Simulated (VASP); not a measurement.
# SiC (R-3m) in VASP: a series of runs

The runs below take SiC through single point, with r2SCAN, PBE.

All numbers are computed with VASP 6.6.1; they aren't measurements. Logs are shortened: lines on timing, memory, paths and dates and some standing lists are left out, and cuts for length are marked.

**1. The cell of the first run**

It takes space group R-3m (No. 166, trigonal). The conventional cell has a = 3.134 Å, b = 3.134 Å, c = 15.964 Å, α = 90.00°, β = 90.00°, γ = 120.00°. C (site symmetry 3m) has 1 C at 1.63 Å and 3 Si at 1.92 Å within 2.2 Å. Within 2.6 Å of Si (site symmetry 3m) lie 3 C at 1.92 Å and 1 Si at 2.38 Å.

**2. Single point, r2SCAN (biaxial xy strain +1.7%)**

File POSCAR:

```
SiC
1.0
    1.5670239811      0.9047217173      5.3212273245
   -1.5670239811      0.9047217173      5.3212273245
    0.0000000000     -1.8094434346      5.3212273245
C Si
2 2
Direct
    0.4489543547      0.4489543547      0.4489543547
    0.5510456453      0.5510456453      0.5510456453
    0.9253504693      0.9253504693      0.9253504693
    0.0746495307      0.0746495307      0.0746495307
```

File INCAR.step1:

```
SYSTEM = SiC
PREC = Accurate
ENCUT = 520
ISMEAR = 0
SIGMA = 0.01
LREAL = .False.
LASPH = .True.
NELM = 100
NBANDS = 16
GGA = PE
ALGO = Normal
EDIFF = 1E-4
LWAVE = .True.
LCHARG = .False.
```

File INCAR.step2:

```
SYSTEM = SiC
PREC = Accurate
ENCUT = 520
EDIFF = 1E-7
ISMEAR = 0
SIGMA = 0.01
LREAL = .False.
LASPH = .True.
NELM = 100
ALGO = Normal
ISIF = 2
LWAVE = .False.
LCHARG = .True.
METAGGA = R2SCAN
LMIXTAU = .True.
LELF = .True.
LVHAR = .True.
NBANDS = 16
ISTART = 1
```

File KPOINTS:

```
Automatic mesh
0
Gamma
  10 10 10
  0 0 0
```

Potentials or basis: VASP PAW PBE potentials, release 64 (C, Si).

Run with:

```bash
$ cat potpaw_PBE.64/C/POTCAR potpaw_PBE.64/Si/POTCAR > POTCAR
$ cp INCAR.step1 INCAR
$ mpirun -np 1 vasp_std > vasp.out
$ cp INCAR.step2 INCAR
$ mpirun -np 1 vasp_std > vasp.out
```

OUTCAR:

```text
SYSTEM = SiC
   PREC = Accurate
   ENCUT = 520
   EDIFF = 1E-7
   ISMEAR = 0
   LREAL = .False.
   LASPH = .True.
   NELM = 100
   ISIF = 2
   METAGGA = R2SCAN
   ISTART = 1

 ion  position               nearest neighbor table
   1  0.449  0.449  0.449-   2 1.63   4 1.92   4 1.92   4 1.92
   2  0.551  0.551  0.551-   1 1.63   3 1.92   3 1.92   3 1.92
   3  0.925  0.925  0.925-   2 1.92   2 1.92   2 1.92   4 2.38
   4  0.075  0.075  0.075-   1 1.92   1 1.92   1 1.92   3 2.38

  LATTYP: Found a trigonal (rhomboedric) cell.
 ALAT       =     5.6204577912
 COS(alpha) =     0.8445331139

  Lattice vectors:

 A1 = (   1.5670239811,   0.9047217173,   5.3212273245)
 A2 = (  -1.5670239811,   0.9047217173,   5.3212273245)
 A3 = (   0.0000000000,  -1.8094434346,   5.3212273245)

Analysis of symmetry for initial positions (statically):
=====================================================================
 Subroutine PRICEL returns:
 Original cell was already a primitive cell.

 Routine SETGRP: Setting up the symmetry group for a
 trigonal (rhombohedral) supercell.

 Subroutine GETGRP returns: Found 12 space group operations
 (whereof 12 operations were pure point group operations)
 out of a pool of 12 trial point group operations.

The static configuration has the point symmetry D_3d.

Analysis of symmetry for dynamics (positions and initial velocities):
=====================================================================
 Subroutine PRICEL returns:
 Original cell was already a primitive cell.

 Routine SETGRP: Setting up the symmetry group for a
 trigonal (rhombohedral) supercell.

 Subroutine GETGRP returns: Found 12 space group operations
 (whereof 12 operations were pure point group operations)
 out of a pool of 12 trial point group operations.

The dynamic configuration has the point symmetry D_3d.

 Subroutine INISYM returns: Found 12 space group operations
 (whereof 12 operations are pure point group operations),
 and found     1 'primitive' translations

----------------------------------------------------------------------------------------

                                     Primitive cell

  volume of cell :      45.2641

  direct lattice vectors                    reciprocal lattice vectors
     1.567023981  0.904721717  5.321227324     0.319076163  0.184218709  0.062642190
    -1.567023981  0.904721717  5.321227324    -0.319076163  0.184218709  0.062642190
     0.000000000 -1.809443435  5.321227324     0.000000000 -0.368437418  0.062642190

  length of vectors
     5.620457791  5.620457791  5.620457791     0.373724731  0.373724731  0.373724731

  position of ions in fractional coordinates (direct lattice)
     0.448954355  0.448954355  0.448954355
     0.551045645  0.551045645  0.551045645
     0.925350469  0.925350469  0.925350469
     0.074649531  0.074649531  0.074649531

  ion indices of the primitive-cell ions
   primitive index   ion index
                 1           1
                 2           2
                 3           3
                 4           4

----------------------------------------------------------------------------------------

 KPOINTS: Automatic mesh

Automatic generation of k-mesh.
 Grid dimensions read from file:
 generate k-points for:   10   10   10

 Generating k-lattice:

  Cartesian coordinates                     Fractional coordinates (reciprocal lattice)
     0.031907616  0.018421871  0.006264219     0.100000000  0.000000000  0.000000000
    -0.031907616  0.018421871  0.006264219     0.000000000  0.100000000  0.000000000
     0.000000000 -0.036843742  0.006264219     0.000000000  0.000000000  0.100000000

  Length of vectors
     0.037372473  0.037372473  0.037372473

  Shift w.r.t. Gamma in fractional coordinates (k-lattice)
     0.000000000  0.000000000  0.000000000

 Subroutine IBZKPT returns following result:
 ===========================================

 Found    116 irreducible k-points:

 Following reciprocal coordinates:
            Coordinates               Weight
  0.000000  0.000000  0.000000      1.000000
  0.100000  0.000000  0.000000      6.000000
  0.200000  0.000000  0.000000      6.000000
  0.300000 -0.000000  0.000000      6.000000
  0.400000 -0.000000  0.000000      6.000000
  0.500000 -0.000000  0.000000      3.000000
[... 16 lines left out ...]
  0.300000  0.300000 -0.000000      6.000000
  0.400000  0.300000 -0.000000     12.000000
 [... further k-points ...]
   k-points           NKPTS =    116   k-points in BZ     NKDIM =    116   number of bands    NBANDS=     16
   number of dos      NEDOS =    301   number of ions     NIONS =      4
   total plane-waves  NPLWV =  74088
   dimension x,y,z NGX =    42 NGY =   42 NGZ =   42
   dimension x,y,z NGXF=    84 NGYF=   84 NGZF=   84
   ions per type =               2   2
   NGX,Y,Z   is equivalent  to a cutoff of  12.42, 12.42, 12.42 a.u.
   NGXF,Y,Z  is equivalent  to a cutoff of  24.85, 24.85, 24.85 a.u.
 SYSTEM =  SiC
   PREC   = accura    normal or accurate (medium, high low for compatibility)
   ISTART =      1    job   : 0-new  1-cont  2-samecut
   ICHARG =      0    charge: 1-file 2-atom 10-const
   ISPIN  =      1    spin polarized calculation?
   LNONCOLLINEAR =      F non collinear calculations
   LSORBIT =      F    spin-orbit coupling
   LASPH  =      T    aspherical Exc in radial PAW
   ENCUT  =  520.0 eV  38.22 Ry    6.18 a.u.  10.45 10.45 10.45*2*pi/ulx,y,z
   NELM   =    100;   NELMIN=  2; NELMDL=  0     # of ELM steps
   EDIFF  = 0.1E-06   stopping-criterion for ELM
   LREAL  =      F    real-space projection
   EDIFFG = 0.1E-05   stopping-criterion for IOM
   NSW    =      0    number of steps for IOM
   IBRION =     -1    ionic relax: 0-MD 1-quasi-New 2-CG
   NFREE  =      0    steps in history (QN), initial steepest desc. (CG)
   ISIF   =      2    stress and relaxation
   ISYM   =      2    0-nonsym 1-usesym 2-fastsym
   POTIM  = 0.5000    time-step for ionic-motion
   TEBEG  =    0.0;   TEEND  =   0.0 temperature during run
   PSTRESS=    0.0 pullay stress
   NELECT =      16.0000    total number of electrons
   NUPDOWN=      -1.0000    fix difference up-down
   EMIN   =  10.00;   EMAX   =-10.00  energy-range for DOS
   EFERMI =   0.00;   METHOD = LEGACY
   ISMEAR =     0;   SIGMA  =   0.01  broadening in eV -4-tet -1-fermi 0-gaus
   EFERMI_NEDOS =   21; number of points for ismear=-14 and -15
   IALGO  =     38    algorithm
   IMIX   =      4    mixing-type and parameters
     AMIX     =   0.40;   BMIX     =  1.00
     AMIX_MAG =   1.60;   BMIX_MAG =  1.00
  volume/ion in A,a.u.               =      11.32        76.36
  Fermi-wavevector in a.u.,A,eV,Ry     =   1.157525  2.187404 18.229947  1.339863
  Thomas-Fermi vector in A             =   2.294135
   LORBIT       =      0    0 simple, 1 ext, 2 COOP (PROOUT), +10 PAW based schemes
   METAGGA = R2SCAN    functional components
   LHFCALC =     F    Hartree Fock is set to
   AEXX    =    0.0000 exact exchange contribution
   IVDW    =     0    specifies the selected vdW correction
   LEPSILON=     F    determine dielectric tensor
   LRPA    =     F    only Hartree local field effects (RPA)
 non-spin polarized calculation
 Gauss-broadening in eV      SIGMA  =   0.01
  energy-cutoff  :      520.00
  volume of cell :       45.26
 maximum number of plane-waves:      1231
 NGX is ok and might be reduce to    42
   NGX = 21   NGY = 21   NGZ = 21

 number of electron      16.0000000 magnetization

 Free energy of the ion-electron system (eV)
  ---------------------------------------------------
  ext. energy  EPLUGINS =         0.00000000
  ---------------------------------------------------
  free energy    TOTEN  =       -37.08606466 eV

  energy without entropy =      -37.08606466  energy(sigma->0) =      -37.08606466

 E-fermi :   8.0176     XC(G=0): -11.5304

 val. band max:        7.9784229695   @ k =   0.0000   0.0000   0.0000
 cond. band min:       8.8750572124   @ k =   0.5000   0.5000   0.0000
 fundamental gap:      0.8966342429
 Fermi energy:         8.0176197283

 k-point     1 :       0.0000    0.0000    0.0000
  band No.  band energies     occupation
      1      -9.0533      2.00000
      2      -4.9691      2.00000
      3      -1.6306      2.00000
      4       5.2435      2.00000
      5       5.2435      2.00000
      6       7.1840      2.00000
[... 8 lines left out ...]
     15      14.6989      0.00000
     16      20.1053      0.00000

 k-point     2 :       0.1000    0.0000    0.0000
  band No.  band energies     occupation
      1      -8.8911      2.00000
      2      -4.8267      2.00000
      3      -1.4669      2.00000
      4       4.4288      2.00000
      5       5.0481      2.00000
      6       7.0324      2.00000
[... 8 lines left out ...]
     15      15.2390      0.00000
     16      20.0485      0.00000

 k-point     3 :       0.2000    0.0000    0.0000
  band No.  band energies     occupation
      1      -8.4174      2.00000
      2      -4.4096      2.00000
      3      -1.0327      2.00000
      4       2.7863      2.00000
      5       4.5969      2.00000
      6       5.3921      2.00000
[... 8 lines left out ...]
     15      16.6211      0.00000
     16      18.6045      0.00000

 k-point     4 :       0.3000   -0.0000    0.0000
  band No.  band energies     occupation
      1      -7.6843      2.00000
      2      -3.7686      2.00000
      3      -0.7240      2.00000
      4       1.4794      2.00000
      5       3.5036      2.00000
      6       4.1251      2.00000
[... 8 lines left out ...]
     15      18.0492      0.00000
     16      18.2829      0.00000

 k-point     5 :       0.4000   -0.0000    0.0000
  band No.  band energies     occupation
      1      -6.8518      2.00000
      2      -3.1236      2.00000
      3      -1.3363      2.00000
      4       1.6298      2.00000
      5       1.9946      2.00000
      6       3.7921      2.00000
[... 8 lines left out ...]
     15      18.6238      0.00000
     16      19.0957      0.00000

 k-point     6 :       0.5000   -0.0000    0.0000
  band No.  band energies     occupation
      1      -6.4043      2.00000
      2      -2.9866      2.00000
      3      -1.5928      2.00000
      4       1.0985      2.00000
      5       2.4088      2.00000
      6       3.6739      2.00000
[... 8 lines left out ...]
     15      19.1491      0.00000
     16      19.2134      0.00000
[... 267 lines left out ...]
 k-point    21 :      -0.3000    0.2000    0.0000
  band No.  band energies     occupation
      1      -6.5632      2.00000
      2      -2.4998      2.00000
      3      -1.3433      2.00000
      4       1.3638      2.00000
      5       2.0649      2.00000
      6       2.5003      2.00000
[... 8 lines left out ...]
     15      17.0911      0.00000
     16      18.8431      0.00000

 k-point    22 :      -0.2000    0.2000    0.0000
  band No.  band energies     occupation
      1      -7.3101      2.00000
      2      -3.1914      2.00000
      3      -0.9151      2.00000
      4       1.6880      2.00000
      5       2.4848      2.00000
      6       3.3633      2.00000
[... 8 lines left out ...]
     15      17.6519      0.00000
     16      17.9133      0.00000

 k-point    23 :       0.3000    0.3000   -0.0000
  band No.  band energies     occupation
      1      -7.6304      2.00000
      2      -4.0350      2.00000
      3      -0.3462      2.00000
      4       1.4877      2.00000
      5       3.1025      2.00000
      6       3.9723      2.00000
[... 8 lines left out ...]
     15      18.6125      0.00000
     16      19.3406      0.00000

 k-point    24 :       0.4000    0.3000   -0.0000
  band No.  band energies     occupation
      1      -7.1103      2.00000
      2      -3.5588      2.00000
      3      -0.5993      2.00000
      4       1.0279      2.00000
      5       2.7324      2.00000
      6       3.2621      2.00000
[... 8 lines left out ...]
     15      18.3557      0.00000
     16      19.9260      0.00000

 [... further k-points ...]
[... 5 lines left out ...]
  --------------------------------------------------------------------------------------
  -------------------------------------------------------------------------------------
  Total       -2.5127043     -2.5127043     -0.4091843      0.0000000     -0.0000000      0.0000000
  in kB      -88.9402299    -88.9402299    -14.4835755      0.0000000     -0.0000000      0.0000000
  external PRESSURE =     -64.1213451 kB  Pullay stress =       0.0000000 kB

 VOLUME and BASIS-vectors are now :
 -----------------------------------------------------------------------------
  energy-cutoff  :      520.00
  volume of cell :       45.26
      direct lattice vectors                 reciprocal lattice vectors
     1.567023981  0.904721717  5.321227324     0.319076163  0.184218709  0.062642190
    -1.567023981  0.904721717  5.321227324    -0.319076163  0.184218709  0.062642190
     0.000000000 -1.809443435  5.321227324     0.000000000 -0.368437418  0.062642190

 POSITION                                       TOTAL-FORCE (eV/Angst)
 -----------------------------------------------------------------------------------
      0.00000      0.00000      7.16696         0.000000      0.000000     -0.030484
      0.00000      0.00000      8.79672         0.000000     -0.000000      0.030484
      0.00000      0.00000     14.77200         0.000000      0.000000      0.012624
      0.00000      0.00000      1.19168         0.000000      0.000000     -0.012624
 -----------------------------------------------------------------------------------
    total drift:                               -0.000000      0.000000     -0.000000

  FREE ENERGIE OF THE ION-ELECTRON SYSTEM (eV)
  ---------------------------------------------------
  free  energy   TOTEN  =       -37.0860646601 eV

  energy  without entropy=      -37.0860646601  energy(sigma->0) =      -37.08606466
```

It took 8.2 min on 1 thread of AMD EPYC 9R45 (Zen 5), shared host; peak memory 0.27 GiB.

What came out:

- Free energy: -37.0861 eV
- Pressure: -6.4 GPa
- Largest force: 0.030 eV/Å
- Band gap on the k mesh: 0.90 eV, indirect (least direct gap 2.19 eV)

Forces on the atoms (eV/Å):
```
C    0.000  0.000 -0.030
C    0.000  0.000  0.030
Si   0.000  0.000  0.013
Si   0.000  0.000 -0.013
```

Stress tensor (GPa, compression positive):
```
-8.89  0.00  0.00
 0.00 -8.89  0.00
 0.00  0.00 -1.45
```

Caveat: the cell differs from its parent crystal (biaxial xy strain +1.7%); the PAW data sets were made with another functional, which shifts forces and pressure a little. A k mesh can miss the band edges.

**3. Single point, PBE (biaxial xy strain +1.7%)**

File INCAR:

```
SYSTEM = SiC
  ALGO = Normal
  EDIFF = 1E-6
  ENCUT = 520
  GGA = PE
  ISIF = 2
  ISMEAR = -1
  LASPH = .True.
  LCHARG = .False.
  LREAL = .False.
  LWAVE = .False.
  NBANDS = 16
  NELM = 100
  PREC = Accurate
  SIGMA = 0.02
```

File KPOINTS:

```
k-points
0
Gamma
  10 10 10
  0 0 0
```

POSCAR is that of step 2.

Potentials or basis: VASP PAW PBE potentials, release 64 (C, Si).

Run with:

```bash
$ cat potpaw_PBE.64/C/POTCAR potpaw_PBE.64/Si/POTCAR > POTCAR
$ mpirun -np 1 vasp_std > vasp.out
```

Run time: 1.8 min. Hardware: 1 thread of AMD EPYC 9R45 (Zen 5), shared host; peak memory 0.24 GiB.

Results (log left out):

| Quantity | Value |
| --- | --- |
| Free energy | -28.7708 eV |
| Pressure | -3.7 GPa |
| Largest force | 0.211 eV/Å |
| Band gap on the k mesh | 0.69 eV, indirect (least direct gap 1.89 eV) |

Forces in eV/Å, atoms in the order of the input:
```
C    0.000  0.000  0.211
C    0.000  0.000 -0.211
Si   0.000  0.000  0.109
Si   0.000  0.000 -0.109
```

Stress tensor (GPa, compression positive):
```
-5.64  0.00  0.00
 0.00 -5.64  0.00
 0.00  0.00  0.27
```

Levels at points of the mesh, in eV from the valence-band top:
```
           k point  band 6  band 7  band 8  band 9  band 10  band 11
(0.00, 0.00, 0.00)   -0.79    0.00    0.00    3.15     3.97     5.80
(0.50, 0.00, 0.00)   -4.08   -3.81   -1.92    2.04     3.81     4.30
(0.50, 0.50, 0.00)   -4.29   -1.41   -1.20    0.69     1.87     4.22
(0.50, 0.50, 0.50)   -2.57   -0.08   -0.08    3.17     5.36     5.52
```

Caveat: the cell differs from its parent crystal (biaxial xy strain +1.7%). A k mesh can miss the band edges.
